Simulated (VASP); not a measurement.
Write the native input for VASP 6.6.1 that does the following.

- Task: single point
- Functional: LDA
- Potentials or basis: VASP PAW LDA potentials, release 64 (Hg_sv_GW)
- Cutoff: 500 eV
- k mesh: 7 × 7 × 4
- Occupations: methfessel-paxton, width 0.15 eV
- Spin: no spin polarisation
- Dipole correction: no
- Second run: valence_matched
- Further INCAR settings: ALGO = Normal; EDIFF = 1e-06; NBANDS = 27

The structure of Hg lies in POSCAR:

```
Hg
1.0
    3.4618100000      0.0000000000      0.0000000000
   -1.7309050000      2.9980150000      0.0000000000
    0.0000000000      0.0000000000      5.4875480000
Hg
2
Direct
    0.6666670000      0.3333330000      0.7500000000
    0.3333330000      0.6666670000      0.2500000000
```

The input as run:

INCAR

```
PREC     = Accurate       # precision mode
ENCUT    = 500            # plane-wave cutoff, eV
EDIFF    = 1E-6           # SCF threshold, eV
ISMEAR   = 1              # smearing method
SIGMA    = 0.15           # smearing width, eV
LREAL    = False          # projectors in reciprocal space
LASPH    = True           # aspherical terms in the spheres
NELM     = 120            # most SCF steps
ALGO     = Normal         # electronic algorithm
ISIF     = 2              # what is computed and relaxed
LWAVE    = False          # write WAVECAR
LCHARG   = True           # write CHGCAR
LELF     = True           # ELF
LVHAR    = True         
NBANDS   = 27             # bands
GGA_COMPAT= False
```

KPOINTS

```
regular mesh
0
Gamma
  7 7 4
```

Potentials or basis: VASP PAW LDA potentials, release 64 (Hg_sv_GW).

Launch:

```sh
$ cat potpaw_LDA.64/Hg_sv_GW/POTCAR > POTCAR
$ mpirun -np 1 vasp_std > vasp.out
```

Results of the run:

| Property | Result |
| --- | --- |
| Pressure | -5.2 GPa |
| Band gap on the k mesh | zero (band 20 reaches 3.27 eV, above the bottom of band 21 at 2.97 eV) |

Caveat: spin-orbit coupling is left out, which moves the levels of the heavy elements.

Wall time 16 s on 1 thread of Intel(R) Xeon(R) 6975P-C (Granite Rapids) (shared host), peak memory 0.17 GiB.
